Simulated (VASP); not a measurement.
# MgGeSb2 (P-4m2) in VASP: further runs

MgGeSb2 is run at these levels: PBE, r2SCAN; tasks: single point.

All numbers are computed with VASP 6.6.1; they aren't measurements. Logs are shortened: lines on timing, memory, paths and dates and some standing lists are left out, and cuts for length are marked.

## (1) The cell of the first run

Symmetry: P-4m2, No. 115, tetragonal system. Conventional cell: a = 4.421 Å, b = 4.421 Å, c = 6.445 Å, α = 90.00°, β = 90.00°, γ = 90.00°. Within 3.7 Å of Mg (site symmetry -4m2) lie 4 Sb at 2.77 Å. Within 3.6 Å of Sb (site symmetry 2mm) lie 2 Ge at 2.70 Å and 2 Mg at 2.77 Å. Within 3.6 Å of Ge (site symmetry -4m2) lie 4 Sb at 2.70 Å.

## (2) Single point, PBE (31.49 Å³/atom)

INCAR reads:

```
PREC = Accurate
ENCUT = 520
EDIFF = 1E-7
ISMEAR = -1
SIGMA = 0.02
LREAL = False
LASPH = True
NELM = 80
ALGO = Normal
ISIF = 2
LWAVE = False
LCHARG = False
GGA = PE
NBANDS = 21
```

KPOINTS reads:

```
Automatic mesh
0
Gamma
  6 6 4
```

POSCAR reads:

```
MgGeSb2
1.0
    4.4209054471      0.0000000000      0.0000000000
    0.0000000000      4.4209054471      0.0000000000
    0.0000000000      0.0000000000      6.4452405137
Mg Sb Ge
1 2 1
Direct
    0.0000000000      0.0000000000      0.0000000000
    0.0000000000      0.5000000000      0.2589925260
    0.5000000000      0.0000000000      0.7410074740
    0.5000000000      0.5000000000      0.5000000000
```

Potentials or basis: VASP PAW PBE potentials, release 64 (Mg, Sb, Ge_d).

Started as:

```console
$ cat potpaw_PBE.64/Mg/POTCAR potpaw_PBE.64/Sb/POTCAR potpaw_PBE.64/Ge_d/POTCAR > POTCAR
$ mpirun -np 1 vasp_std > vasp.out
```

OUTCAR:

```text
PREC = Accurate
   ENCUT = 520
   EDIFF = 1E-7
   ISMEAR = -1
   LREAL = False
   LASPH = True
   NELM = 80
   ISIF = 2
   GGA = PE

 ion  position               nearest neighbor table
   1  0.000  0.000  0.000-   2 2.77   3 2.77   2 2.77   3 2.77
   2  0.000  0.500  0.259-   4 2.70   4 2.70   1 2.77   1 2.77
   3  0.500  0.000  0.741-   4 2.70   4 2.70   1 2.77   1 2.77
   4  0.500  0.500  0.500-   2 2.70   3 2.70   3 2.70   2 2.70

  LATTYP: Found a simple tetragonal cell.
 ALAT       =     4.4209054471
 C/A-ratio  =     1.4579005570

  Lattice vectors:

 A1 = (   4.4209054471,   0.0000000000,   0.0000000000)
 A2 = (   0.0000000000,   4.4209054471,   0.0000000000)
 A3 = (   0.0000000000,   0.0000000000,   6.4452405137)

Analysis of symmetry for initial positions (statically):
=====================================================================
 Subroutine PRICEL returns:
 Original cell was already a primitive cell.

 Routine SETGRP: Setting up the symmetry group for a
 simple tetragonal supercell.

 Subroutine GETGRP returns: Found  8 space group operations
 (whereof  8 operations were pure point group operations)
 out of a pool of 16 trial point group operations.

The static configuration has the point symmetry D_2d.

Analysis of symmetry for dynamics (positions and initial velocities):
=====================================================================
 Subroutine PRICEL returns:
 Original cell was already a primitive cell.

 Routine SETGRP: Setting up the symmetry group for a
 simple tetragonal supercell.

 Subroutine GETGRP returns: Found  8 space group operations
 (whereof  8 operations were pure point group operations)
 out of a pool of 16 trial point group operations.

The dynamic configuration has the point symmetry D_2d.

 Subroutine INISYM returns: Found  8 space group operations
 (whereof  8 operations are pure point group operations),
 and found     1 'primitive' translations

----------------------------------------------------------------------------------------

                                     Primitive cell

  volume of cell :     125.9684

  direct lattice vectors                    reciprocal lattice vectors
     4.420905447  0.000000000  0.000000000     0.226198007  0.000000000  0.000000000
     0.000000000  4.420905447  0.000000000     0.000000000  0.226198007  0.000000000
     0.000000000  0.000000000  6.445240514     0.000000000  0.000000000  0.155153248

  length of vectors
     4.420905447  4.420905447  6.445240514     0.226198007  0.226198007  0.155153248

  position of ions in fractional coordinates (direct lattice)
     0.000000000  0.000000000  0.000000000
     0.000000000  0.500000000  0.258992526
     0.500000000  0.000000000  0.741007474
     0.500000000  0.500000000  0.500000000

  ion indices of the primitive-cell ions
   primitive index   ion index
                 1           1
                 2           2
                 3           3
                 4           4

----------------------------------------------------------------------------------------

 KPOINTS: Automatic mesh

Automatic generation of k-mesh.
 Grid dimensions read from file:
 generate k-points for:    6    6    4

 Generating k-lattice:

  Cartesian coordinates                     Fractional coordinates (reciprocal lattice)
     0.037699668  0.000000000  0.000000000     0.166666667  0.000000000  0.000000000
     0.000000000  0.037699668  0.000000000     0.000000000  0.166666667  0.000000000
     0.000000000  0.000000000  0.038788312     0.000000000  0.000000000  0.250000000

  Length of vectors
     0.037699668  0.037699668  0.038788312

  Shift w.r.t. Gamma in fractional coordinates (k-lattice)
     0.000000000  0.000000000  0.000000000

 Subroutine IBZKPT returns following result:
 ===========================================

 Found     30 irreducible k-points:

 Following reciprocal coordinates:
            Coordinates               Weight
  0.000000  0.000000  0.000000      1.000000
  0.166667  0.000000  0.000000      4.000000
  0.333333  0.000000  0.000000      4.000000
  0.500000  0.000000  0.000000      2.000000
  0.166667  0.166667  0.000000      4.000000
  0.333333  0.166667  0.000000      8.000000
[... 16 lines left out ...]
  0.333333  0.000000  0.500000      4.000000
  0.500000  0.000000  0.500000      2.000000
 [... further k-points ...]
   k-points           NKPTS =     30   k-points in BZ     NKDIM =     30   number of bands    NBANDS=     21
   number of dos      NEDOS =    301   number of ions     NIONS =      4
   total plane-waves  NPLWV =  62208
   dimension x,y,z NGX =    36 NGY =   36 NGZ =   48
   dimension x,y,z NGXF=    72 NGYF=   72 NGZF=   96
   ions per type =               1   2   1
   NGX,Y,Z   is equivalent  to a cutoff of  13.54, 13.54, 12.38 a.u.
   NGXF,Y,Z  is equivalent  to a cutoff of  27.08, 27.08, 24.76 a.u.
 SYSTEM =  unknown system
   PREC   = accura    normal or accurate (medium, high low for compatibility)
   ISTART =      0    job   : 0-new  1-cont  2-samecut
   ICHARG =      2    charge: 1-file 2-atom 10-const
   ISPIN  =      1    spin polarized calculation?
   LNONCOLLINEAR =      F non collinear calculations
   LSORBIT =      F    spin-orbit coupling
   LASPH  =      T    aspherical Exc in radial PAW
   ENCUT  =  520.0 eV  38.22 Ry    6.18 a.u.   8.22  8.22 11.98*2*pi/ulx,y,z
   NELM   =     80;   NELMIN=  2; NELMDL= -5     # of ELM steps
   EDIFF  = 0.1E-06   stopping-criterion for ELM
   LREAL  =      F    real-space projection
   EDIFFG = 0.1E-05   stopping-criterion for IOM
   NSW    =      0    number of steps for IOM
   IBRION =     -1    ionic relax: 0-MD 1-quasi-New 2-CG
   NFREE  =      0    steps in history (QN), initial steepest desc. (CG)
   ISIF   =      2    stress and relaxation
   ISYM   =      2    0-nonsym 1-usesym 2-fastsym
   POTIM  = 0.5000    time-step for ionic-motion
   TEBEG  =    0.0;   TEEND  =   0.0 temperature during run
   PSTRESS=    0.0 pullay stress
   NELECT =      26.0000    total number of electrons
   NUPDOWN=      -1.0000    fix difference up-down
   EMIN   =  10.00;   EMAX   =-10.00  energy-range for DOS
   EFERMI =   0.00;   METHOD = LEGACY
   ISMEAR =    -1;   SIGMA  =   0.02  broadening in eV -4-tet -1-fermi 0-gaus
   EFERMI_NEDOS =   21; number of points for ismear=-14 and -15
   IALGO  =     38    algorithm
   IMIX   =      4    mixing-type and parameters
     AMIX     =   0.40;   BMIX     =  1.00
     AMIX_MAG =   1.60;   BMIX_MAG =  1.00
  volume/ion in A,a.u.               =      31.49       212.52
  Fermi-wavevector in a.u.,A,eV,Ry     =   0.967488  1.828287 12.735493  0.936032
  Thomas-Fermi vector in A             =   2.097378
   LORBIT       =      0    0 simple, 1 ext, 2 COOP (PROOUT), +10 PAW based schemes
   GGA     = PE    functional components
   LHFCALC =     F    Hartree Fock is set to
   AEXX    =    0.0000 exact exchange contribution
   IVDW    =     0    specifies the selected vdW correction
   LEPSILON=     F    determine dielectric tensor
   LRPA    =     F    only Hartree local field effects (RPA)
 non-spin polarized calculation
  energy-cutoff  :      520.00
  volume of cell :      125.97
 maximum number of plane-waves:      3420
 NGX is ok and might be reduce to    36
   NGX = 17   NGY = 17   NGZ = 23

 number of electron      25.9999996 magnetization

 Free energy of the ion-electron system (eV)
  ---------------------------------------------------
  ext. energy  EPLUGINS =         0.00000000
  ---------------------------------------------------
  free energy    TOTEN  =       -14.37928495 eV

  energy without entropy =      -14.37802254  energy(sigma->0) =      -14.37865375

 E-fermi :   3.9094     XC(G=0):  -8.4531

 val. band max:        3.8999889295   @ k =   0.1667   0.0000   0.0000
 cond. band min:       3.9389930710   @ k =   0.0000   0.0000   0.0000
 fundamental gap:      0.0390041415
 Fermi energy:         3.9093599259

 k-point     1 :       0.0000    0.0000    0.0000
  band No.  band energies     occupation
      1     -21.1000      2.00000
      2     -21.1000      2.00000
      3     -21.0975      2.00000
      4     -21.0916      2.00000
      5     -21.0789      2.00000
      6      -7.4613      2.00000
[... 13 lines left out ...]
     20       9.8761      0.00000
     21      11.4531      0.00000

 k-point     2 :       0.1667    0.0000    0.0000
  band No.  band energies     occupation
      1     -21.1006      2.00000
      2     -21.1000      2.00000
      3     -21.0968      2.00000
      4     -21.0915      2.00000
      5     -21.0790      2.00000
      6      -7.3056      2.00000
[... 13 lines left out ...]
     20      10.6435      0.00000
     21      10.8370      0.00000

 k-point     3 :       0.3333    0.0000    0.0000
  band No.  band energies     occupation
      1     -21.1015      2.00000
      2     -21.0999      2.00000
      3     -21.0957      2.00000
      4     -21.0912      2.00000
      5     -21.0792      2.00000
      6      -6.8970      2.00000
[... 13 lines left out ...]
     20      10.0774      0.00000
     21      10.2389      0.00000
[... 457 lines left out ...]
 k-point    23 :       0.3333    0.0000    0.5000
  band No.  band energies     occupation
      1     -21.1015      2.00000
      2     -21.0999      2.00000
      3     -21.0957      2.00000
      4     -21.0912      2.00000
      5     -21.0792      2.00000
      6      -6.7721      2.00000
[... 13 lines left out ...]
     20       9.3800      0.00000
     21      10.5639      0.00000

 k-point    24 :       0.5000    0.0000    0.5000
  band No.  band energies     occupation
      1     -21.1018      2.00000
      2     -21.0999      2.00000
      3     -21.0953      2.00000
      4     -21.0909      2.00000
      5     -21.0794      2.00000
      6      -6.5251      2.00000
[... 13 lines left out ...]
     20      10.1641      0.00000
     21      10.3048      0.00000

 [... further k-points ...]

------------------------ aborting loop because EDIFF is reached ----------------------------------------

  FORCE on cell =-STRESS in cart. coord.  units (eV):
  Direction    XX          YY          ZZ          XY          YZ          ZX
  --------------------------------------------------------------------------------------
  -------------------------------------------------------------------------------------
  Total        0.9985573      0.9985573      1.1177303      0.0000000      0.0000000     -0.0000000
  in kB       12.7005341     12.7005341     14.2162815      0.0000000      0.0000000     -0.0000000
  external PRESSURE =      13.2057832 kB  Pullay stress =       0.0000000 kB

 VOLUME and BASIS-vectors are now :
 -----------------------------------------------------------------------------
  energy-cutoff  :      520.00
  volume of cell :      125.97
      direct lattice vectors                 reciprocal lattice vectors
     4.420905447  0.000000000  0.000000000     0.226198007  0.000000000  0.000000000
     0.000000000  4.420905447  0.000000000     0.000000000  0.226198007  0.000000000
     0.000000000  0.000000000  6.445240514     0.000000000  0.000000000  0.155153248

 POSITION                                       TOTAL-FORCE (eV/Angst)
 -----------------------------------------------------------------------------------
      0.00000      0.00000      0.00000        -0.000000      0.000000      0.000000
      0.00000      2.21045      1.66927        -0.000000      0.000000     -0.044428
      2.21045      0.00000      4.77597        -0.000000      0.000000      0.044428
      2.21045      2.21045      3.22262         0.000000      0.000000      0.000000
 -----------------------------------------------------------------------------------
    total drift:                                0.000000      0.000000      0.000000

  FREE ENERGIE OF THE ION-ELECTRON SYSTEM (eV)
  ---------------------------------------------------
  free  energy   TOTEN  =       -14.3792849502 eV

  energy  without entropy=      -14.3780225446  energy(sigma->0) =      -14.37865375
```

It took 33 s on 1 thread of Intel Xeon 6975P-C (Granite Rapids), shared host; peak memory 0.29 GiB.

What came out:

```yaml
Free_energy: -14.3793 eV
Pressure: 1.3 GPa
Largest_force: 0.044 eV/Å
Band_gap_on_the_k_mesh: zero (bands 13 and 14 overlap by 0.27 eV)
```

Forces in eV/Å, atoms in the order of the input:
```
Mg   0.000  0.000  0.000
Sb   0.000  0.000 -0.044
Sb   0.000  0.000  0.044
Ge   0.000  0.000  0.000
```

Stress tensor (GPa, compression positive):
```
1.27 0.00 0.00
0.00 1.27 0.00
0.00 0.00 1.42
```

Caveat: spin-orbit coupling is left out, which moves the levels of the heavy elements.

(Part 1 of 3 ends here.)
